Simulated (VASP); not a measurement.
Input of a VASP 6.6.1 run:

File INCAR:

```
SYSTEM = BaTiO3
PREC     = Accurate       ! precision mode
ENCUT    = 600            ! plane-wave cutoff, eV
EDIFF    = 1E-6           ! SCF threshold, eV
ISMEAR   = 0              ! smearing method
SIGMA    = 0.02           ! smearing width, eV
LREAL    = .False.        ! projectors in reciprocal space
LASPH    = .True.         ! aspherical terms in the spheres
NELM     = 60             ! most SCF steps
ALGO     = Normal         ! electronic algorithm
ISIF     = 3              ! what is computed and relaxed
LWAVE    = .False.        ! write WAVECAR
LCHARG   = .False.        ! write CHGCAR
GGA      = PE             ! functional
IVDW     = 12             ! dispersion correction
IBRION   = 2              ! ionic algorithm
NSW      = 70             ! ionic steps
EDIFFG   = -0.005         ! ionic threshold
```

The input KPOINTS:

```
regular mesh
0
Gamma
  6 6 6
  0 0 0
```

The input POSCAR:

```
BaTiO3
1.0
    2.8630706680      1.6529946209      2.3563003660
   -2.8630706680      1.6529946209      2.3563003660
    0.0000000000     -3.3059892418      2.3563003660
Ba Ti O
1 1 3
Direct
    0.0049545184      0.0049545184      0.0049545184
    0.5191875185      0.5191875185      0.5191875185
    0.4883938476      0.4883938476      0.9777702680
    0.4883938476      0.9777702680      0.4883938476
    0.9777702680      0.4883938476      0.4883938476
```

Potentials or basis: VASP PAW PBE potentials, release 64 (Ba_sv, Ti_sv, O).

Command:

```bash
$ cat potpaw_PBE.64/Ba_sv/POTCAR potpaw_PBE.64/Ti_sv/POTCAR potpaw_PBE.64/O/POTCAR > POTCAR
$ mpirun -np 1 vasp_std > vasp.out
```

Problem. Estimate the relaxed volume.

Solution. 13.11 Å³/atom.

Problem. What does it give for the dispersion energy per atom?

Solution. -0.259 eV.

Problem. Estimate the band gap on the k mesh.

Solution. 2.39 eV, indirect (least direct gap 2.83 eV).

Final structure:
```
Ba Ti O
1.0
     2.84658    1.64347    2.33604
    -2.84658    1.64347    2.33604
     0.00000   -3.28694    2.33604
Ba Ti O
1 1 3
Direct
  0.00237 0.00237 0.00237
  0.51577 0.51577 0.51577
  0.48964 0.48964 0.98128
  0.48964 0.98128 0.48964
  0.98128 0.48964 0.48964
```

Caveat: spin-orbit coupling is left out, which moves the levels of the heavy elements. A k mesh can miss the band edges.
